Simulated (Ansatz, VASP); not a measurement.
## Two plane-wave programs on HfO2

```xyz
6
Lattice="3.5580 0.0000 0.0000 0.0000 3.5580 0.0000 0.0000 0.0000 5.1719" Properties=species:S:1:pos:R:3 pbc="T T T"
Hf    1.2585    1.7790    2.8844
Hf    0.0000    0.0000    0.0000
O     0.0000    1.7790    3.6059
O     1.7790    0.0000    4.1519
O     1.7790    0.0000    1.5660
O     0.0000    1.7790    1.0199
```

Alike in both runs: task single point; functional PBE; k mesh 6 × 6 × 6; occupations gaussian, width 0.05 eV; no spin polarisation.

```csv
,VASP,Ansatz
version,VASP 6.6.1,Ansatz 0.2.0
potentials or method,"VASP PAW PBE potentials, release 64 (Hf_pv, O), cutoff 520 eV","scalar-relativistic, plane waves, PAW"
valence electrons in the cell,44,76
```

|  | VASP | Ansatz | Ansatz less VASP |
| --- | --- | --- | --- |
| gap on the k mesh at the Fermi level (eV) | 2.83 | 2.87 | +0.046 |
| least direct gap on the mesh (eV) | 3.09 | 3.13 | +0.038 |
| rms of the force components (eV/Å) | 14.496 | 13.236 | -1.2600 |

Atom by atom the forces differ by 1.271 eV/Å (rms over components). VASP's potentials hold 44 valence electrons a cell and Ansatz's 76, so a difference there can come from the potentials and not from the codes.

Neither program's run includes spin-orbit coupling.
